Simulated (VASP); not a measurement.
A run of VASP 6.6.1:

File INCAR:

```
PREC = Accurate
ENCUT = 600
EDIFF = 1E-6
ISMEAR = 0
SIGMA = 0.1
LREAL = F
LASPH = T
NELM = 60
ALGO = Fast
ISIF = 4
LWAVE = F
LCHARG = F
GGA = PS
IBRION = 2
NSW = 50
EDIFFG = -0.01
KPAR = 4
```

File KPOINTS:

```
Automatic mesh
0
Gamma
  8 8 4
```

POSCAR

```
Al6Ru
1.0
    3.7926210237     -3.3333857326      0.0000000000
    3.7926210237      3.3333857326      0.0000000000
    0.0000000000      0.0000000000      9.1287427130
Al Ru
12 2
Direct
    0.3200573851      0.3200573851      0.0000000000
    0.6799426149      0.6799426149      0.5000000000
    0.6799426149      0.6799426149      0.0000000000
    0.3200573851      0.3200573851      0.5000000000
    0.8574826936      0.1425173064      0.0989972737
    0.1425173064      0.8574826936      0.5989972737
    0.8574826936      0.1425173064      0.4010027263
    0.1425173064      0.8574826936      0.9010027263
    0.0232050540      0.6156158467      0.2500000000
    0.9767949460      0.3843841533      0.7500000000
    0.3843841533      0.9767949460      0.2500000000
    0.6156158467      0.0232050540      0.7500000000
    0.5370584962      0.4629415038      0.2500000000
    0.4629415038      0.5370584962      0.7500000000
```

Potentials or basis: VASP PAW PBE potentials, release 64 (Al, Ru_pv).

Launch:

```console
$ cat potpaw_PBE.64/Al/POTCAR potpaw_PBE.64/Ru_pv/POTCAR > POTCAR
$ mpirun -np 4 vasp_std > vasp.out
```

Hardware: 4 MPI ranks on Oxide Virtual Turin-like Processor, on a shared host.

Question: Estimate the wall time of this run.

Answer: Wall time 24 min on 4 MPI ranks on Oxide Virtual Turin-like Processor, with other jobs on the host, peak memory 0.75 GiB a rank. Counts: scf iterations 60, k points 63, ion steps 9.
